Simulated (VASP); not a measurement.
Set up this calculation in VASP 6.6.1, as the native input.

* Task: single point
* Functional: PBE
* Potentials or basis: VASP PAW PBE potentials, release 64 (Be, S)
* Cutoff: 520 eV
* k mesh: 9 × 9 × 9
* Occupations: fermi-dirac, width 0.02 eV
* Spin: no spin polarisation
* Dipole correction: no
* Further INCAR settings: ALGO = Normal; EDIFF = 1e-06; NBANDS = 11

The structure of BeS lies in POSCAR:

```
BeS
1.0
    0.0000000000      2.4250000000      2.4250000000
    2.4250000000      0.0000000000      2.4250000000
    2.4250000000      2.4250000000      0.0000000000
Be S
1 1
Direct
    0.0000000000      0.0000000000      0.0000000000
    0.7500000000      0.7500000000      0.7500000000
```

One way to write it, as run:

INCAR

```
PREC = Accurate
ENCUT = 520
EDIFF = 1E-6
ISMEAR = -1
SIGMA = 0.02
LREAL = F
LASPH = T
NELM = 100
ALGO = Normal
ISIF = 2
LWAVE = F
LCHARG = F
GGA = PE
NBANDS = 11
```

KPOINTS

```
regular mesh
0
Gamma
  9 9 9
```

Potentials or basis: VASP PAW PBE potentials, release 64 (Be, S).

The run is started by

```sh
$ cat potpaw_PBE.64/Be/POTCAR potpaw_PBE.64/S/POTCAR > POTCAR
$ mpirun -np 1 vasp_std > vasp.out
```

Results of the run:

| Property | Result |
| --- | --- |
| Pressure | 1.6 GPa |
| Band gap on the k mesh | 3.20 eV, indirect (least direct gap 5.67 eV) |

It took 21 s on 1 thread of Intel(R) Xeon(R) Platinum 8259CL CPU @ 2.50GHz (Skylake/Cascade Lake), with other jobs on the host, peak memory 0.15 GiB.
